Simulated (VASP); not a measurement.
C:

```xyz
2
Lattice="0.0000 1.9982 1.4128 1.9982 0.0000 1.4128 1.9982 1.9982 0.0000" Properties=species:S:1:pos:R:3 pbc="T T T"
C     1.9982    1.9982    1.4128
C     2.9974    2.9974    2.1191
```

This cell differs from its parent crystal: ratio of the length along z to the lengths across it x 0.707, volume and fractional coordinates fixed.

Base run:

```yaml
Program: VASP 6.6.1
Functional: r2SCAN
Potentials_or_basis: VASP PAW PBE potentials, release 64 (C)
Cutoff: 520 eV
k_mesh: 12 × 12 × 12
Occupations: gaussian, width 0.05 eV
Spin: no spin polarisation
```

Its results: band gap on the k mesh zero (band 4 reaches 12.64 eV, above the bottom of band 5 at 8.95 eV); pressure 2.9 GPa.

Question: The run is repeated on the same cell with these changes: potentials or basis from VASP PAW PBE potentials, release 64 (C) to VASP PAW PBE potentials, release 64 (C_h); cutoff from 520 eV to 910 eV; further incar settings from ALGO = Normal; EDIFF = 1e-07; NBANDS = 11 to ALGO = Normal; EDIFF = 1e-06; NBANDS = 11. What comes out?

Answer: Band gap on the k mesh zero (band 4 reaches 13.85 eV, above the bottom of band 5 at 10.18 eV); pressure 1.2 GPa.

Caveats: the PAW data sets were made with another functional, which shifts forces and pressure a little; the cutoff is under 1.25 times the usual one of these potentials, so pressure, stress and relaxed cells hold a basis-set (Pulay) error (some runs).
